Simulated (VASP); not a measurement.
A run of VASP 6.6.1 is set up as follows.

Contents of INCAR:

```
SYSTEM = GeMo
PREC = Accurate
ENCUT = 500
EDIFF = 1E-6
ISMEAR = -1
SIGMA = 0.1
LREAL = .False.
LASPH = .True.
NELM = 120
ALGO = Normal
ISIF = 2
LWAVE = .False.
LCHARG = .False.
GGA = PE
NBANDS = 21
GGA_COMPAT = .False.
```

KPOINTS

```
Automatic mesh
0
Gamma
  15 15 15
  0 0 0
```

Contents of POSCAR:

```
GeMo
1.0
    0.0000000000      2.1319057476      2.1319057476
    2.1319057476      0.0000000000      2.1319057476
    2.1319057476      2.1319057476      0.0000000000
Mo Ge
1 1
Direct
    0.0000000000      0.0000000000      0.0000000000
    0.5000000000      0.5000000000      0.5000000000
```

Potentials or basis: VASP PAW PBE potentials, release 64 (Mo_sv, Ge_d).

Command:

```console
$ cat potpaw_PBE.64/Mo_sv/POTCAR potpaw_PBE.64/Ge_d/POTCAR > POTCAR
$ mpirun -np 1 vasp_std > vasp.out
```

(1) Predict the band gap on the k mesh.

(2) Estimate the pressure.

Results:

(1) zero (bands 14 and 15 overlap by 3.69 eV).

(2) 302.6 GPa.

Caveat: the cell stands under pressure.
